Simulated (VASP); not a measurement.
## MgRe: relaxation of cell and atoms with PBE

MgRe:

```
Mg Re
1.0
    -2.82062    2.82062    2.03968
     2.82062   -2.82062    2.03968
     2.82062    2.82062   -2.03968
Mg Re
2 2
Direct
  0.75000 0.25000 0.50000
  0.00000 0.00000 0.00000
  0.50000 0.50000 0.00000
  0.25000 0.75000 0.50000
```

The cell was generated, and may not be a known phase.

| Quantity | Value |
| --- | --- |
| Program | VASP 6.6.1 |
| Task | relaxation of cell and atoms |
| Functional | PBE |
| Potentials or basis | VASP PAW PBE potentials, release 64 (Mg, Re) |
| Cutoff | 600 eV |
| k mesh | 6 × 6 × 6 |
| Occupations | gaussian, width 0.2 eV |
| Spin | no spin polarisation |
| Dipole correction | no |
| Further INCAR settings | ALGO = Normal; EDIFF = 1e-07; IBRION = 2; EDIFFG = -0.08; NSW = 36; ISIF = 3 |

| Item | Value |
| --- | --- |
| Relaxed volume | 15.56 Å³/atom |
| Relaxed cell | a = 4.449 Å, b = 4.449 Å, c = 4.449 Å, α = 120.03°, β = 120.03°, γ = 89.95° |
| Space group after relaxing (to 0.1 Å) | Fd-3m (No. 227) |
| Energy gained by relaxing | 3109.5 meV/atom |
| Ionic steps | 7 |
| Pressure after relaxing | -0.1 GPa |
| Band gap on the k mesh | zero (bands 9 and 10 overlap by 0.69 eV) |

Stress tensor (GPa, compression positive):
```
 0.00  0.00  0.00
 0.00  0.00  0.00
 0.00  0.00 -0.42
```

Step by step:
```
step  energy change (eV)  largest force (eV/Å)  pressure (GPa)  volume (Å³)
   1              0.0000                0.0000           42.42        64.91
   2             -8.2898                0.0000          -28.89        93.53
   3             -9.6992                0.0000          -22.67        81.85
   4            -12.1938                0.0000           16.10        57.56
   5            -12.3333                0.0000            4.22        60.88
   6            -12.4331                0.0000            0.84        61.88
   7            -12.4380                0.0000           -0.14        62.22
```

Final structure:
```
CELL_PARAMETERS angstrom
-2.22327 2.22327 3.14708
2.22327 -2.22327 3.14708
2.22327 2.22327 -3.14708
ATOMIC_POSITIONS crystal
Mg 0.75000 0.25000 0.50000
Mg 0.00000 0.00000 0.00000
Re 0.50000 0.50000 0.00000
Re 0.25000 0.75000 0.50000
```

Levels at points of the mesh, in eV from the Fermi level:
| k point | band 6 | band 7 | band 8 | band 9 | band 10 | band 11 | band 12 | band 13 |
| --- | --- | --- | --- | --- | --- | --- | --- | --- |
| (0.00, 0.00, 0.00) | -2.90 | -1.62 | -1.61 | -1.61 | 1.91 | 1.91 | 5.39 | 5.39 |
| (0.50, 0.00, 0.00) | -2.69 | -2.69 | -0.27 | -0.27 | 0.81 | 0.91 | 0.91 | 4.43 |
| (0.50, 0.50, 0.00) | -2.55 | -1.02 | -1.02 | -0.44 | -0.44 | 1.06 | 1.06 | 1.81 |
| (0.50, 0.50, 0.50) | -2.56 | -1.02 | -1.02 | -0.44 | -0.44 | 1.07 | 1.07 | 1.82 |

Run time: 5.6 min on 1 thread of Intel(R) Xeon(R) Platinum 8259CL CPU @ 2.50GHz (Skylake/Cascade Lake), with other jobs on the host, peak memory 0.24 GiB.

Caveat: spin-orbit coupling is left out, which moves the levels of the heavy elements.
